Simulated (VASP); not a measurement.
Wanted: the native input for a VASP 6.6.1 run.

```yaml
Task: single point
Functional: PBE
Potentials_or_basis: VASP PAW PBE potentials, release 64 (Ca_sv, F)
Cutoff: 600 eV
k_mesh: 4 × 4 × 4
Occupations: gaussian, width 0.1 eV
Spin: collinear spin
Starting_moments: "[0.0, 1.0] μB"
Dipole_correction: no
Further_INCAR_settings: ALGO = Normal; EDIFF = 1e-06; NBANDS = 20
```

The structure of CaF lies in POSCAR:

```
CaF
1.0
    3.9612298343      0.0000000000      0.0000000000
    0.0000000000      3.9612298343      0.0000000000
    0.0000000000      0.0000000000      4.2639492423
Ca F
1 1
Direct
    0.0000000000      0.0000000000      0.5000000000
    0.0000000000      0.0000000000      0.0000000000
```

The cell was built from a structure type or drawn by symmetry, and may not be a known phase.

These files were run (other wordings do the same):

INCAR

```
SYSTEM = CaF
PREC     = Accurate       ! precision mode
ENCUT    = 600            ! plane-wave cutoff, eV
EDIFF    = 1E-6           ! SCF threshold, eV
ISMEAR   = 0              ! smearing method
SIGMA    = 0.1            ! smearing width, eV
LREAL    = .FALSE.        ! projectors in reciprocal space
LASPH    = .TRUE.         ! aspherical terms in the spheres
NELM     = 200            ! most SCF steps
ALGO     = Normal         ! electronic algorithm
ISIF     = 2              ! what is computed and relaxed
LWAVE    = .FALSE.        ! write WAVECAR
LCHARG   = .TRUE.         ! write CHGCAR
ISPIN    = 2              ! spin polarisation
MAGMOM   = 0 1            ! initial moments
LORBIT   = 11             ! projections on sites
GGA      = PE             ! functional
LELF     = .TRUE.         ! ELF
LVHAR    = .TRUE.       
NBANDS   = 20             ! bands
GGA_COMPAT= .FALSE.
```

KPOINTS

```
regular mesh
0
G
  4 4 4
  0 0 0
```

Potentials or basis: VASP PAW PBE potentials, release 64 (Ca_sv, F).

The run is started by

```sh
$ cat potpaw_PBE.64/Ca_sv/POTCAR potpaw_PBE.64/F/POTCAR > POTCAR
$ mpirun -np 1 vasp_std > vasp.out
```

It gave:

```yaml
Pressure: 0.3 GPa
Net_moment: 0.00 μB per cell
Valence_electrons_inside_the_program's_atomic_spheres: Ca 8.12; F 6.10
```

Caveat: the k points lie up to 0.40 Å⁻¹ apart.

Run time: 120 s on 1 thread of Intel Xeon 8259CL, with other jobs on the host, peak memory 0.23 GiB.
